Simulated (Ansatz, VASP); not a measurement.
## One calculation of Al3GaN4, two programs

File INCAR:

```
SYSTEM = Al3GaN4
PREC = Accurate
ENCUT = 520
EDIFF = 1E-7
ISMEAR = 0
SIGMA = 0.05
LREAL = .False.
LASPH = .True.
NELM = 80
ALGO = Normal
ISIF = 2
LWAVE = .False.
LCHARG = .False.
GGA = PS
NBANDS = 31
```

Contents of KPOINTS:

```
regular mesh
0
Gamma
  6 6 6
  0 0 0
```

The input POSCAR:

```
Al3GaN4
1.0
    4.3311884463      0.0000000000      0.0000000000
    0.0000000000      4.3311884463      0.0000000000
    0.0000000000      0.0000000000      4.0760814468
Al Ga N
3 1 4
Direct
    0.5000000000      0.5000000000      0.0000000000
    0.5000000000      0.0000000000      0.5000000000
    0.0000000000      0.5000000000      0.5000000000
    0.0000000000      0.0000000000      0.0000000000
    0.7447140287      0.7447140287      0.2552859713
    0.7447140287      0.2552859713      0.7447140287
    0.2552859713      0.7447140287      0.7447140287
    0.2552859713      0.2552859713      0.2552859713
```

Input for Ansatz:

```yaml
crystal:
  lattice:
    - [4.3311884463, 0.0, 0.0]
    - [0.0, 4.3311884463, 0.0]
    - [0.0, 0.0, 4.0760814468]
  atoms:
    - { symbol: Al, position: [0.5, 0.5, 0.0] }
    - { symbol: Al, position: [0.5, 0.0, 0.5] }
    - { symbol: Al, position: [0.0, 0.5, 0.5] }
    - { symbol: Ga, position: [0.0, 0.0, 0.0] }
    - { symbol: "N", position: [0.7447140287, 0.7447140287, 0.2552859713] }
    - { symbol: "N", position: [0.7447140287, 0.2552859713, 0.7447140287] }
    - { symbol: "N", position: [0.2552859713, 0.7447140287, 0.7447140287] }
    - { symbol: "N", position: [0.2552859713, 0.2552859713, 0.2552859713] }
basis:
  ecutwfc: 520.0
kpoints:
  mp_grid: { grid: [6, 6, 6] }
hamiltonian:
  xc: pbesol
scf:
  occupations: { method: gaussian, width: 0.05 }
output:
  forces: true
  stress: true
  eigenvalues: true
```

Alike in both runs: task single point; functional PBEsol; k mesh 6 × 6 × 6; occupations gaussian, width 0.05 eV; no spin polarisation.

|  | VASP | Ansatz |
| --- | --- | --- |
| version | VASP 6.6.1 | Ansatz 0.2.0 |
| potentials or method | VASP PAW PBE potentials, release 64 (Al, Ga_d, N), cutoff 520 eV | scalar-relativistic, plane waves, PAW |
| valence electrons in the cell | 42 | 42 |

Ansatz gave:

- gap on the k mesh at the Fermi level (eV): 3.04
- least direct gap on the mesh (eV): 3.04
- pressure (GPa): 27.5
- traceless stress, the component that is largest in VASP (GPa): 3.42
- rms of the force components (eV/Å): 0.039

What did VASP give for the same quantities?

gap on the k mesh at the Fermi level (eV): 3.04; least direct gap on the mesh (eV): 3.04; pressure (GPa): 27.6; traceless stress, the component that is largest in VASP (GPa): 3.43; rms of the force components (eV/Å): 0.037.

VASP's potentials were made for PBE, not for PBEsol. Atom by atom the forces differ by 0.010 eV/Å (rms over components).
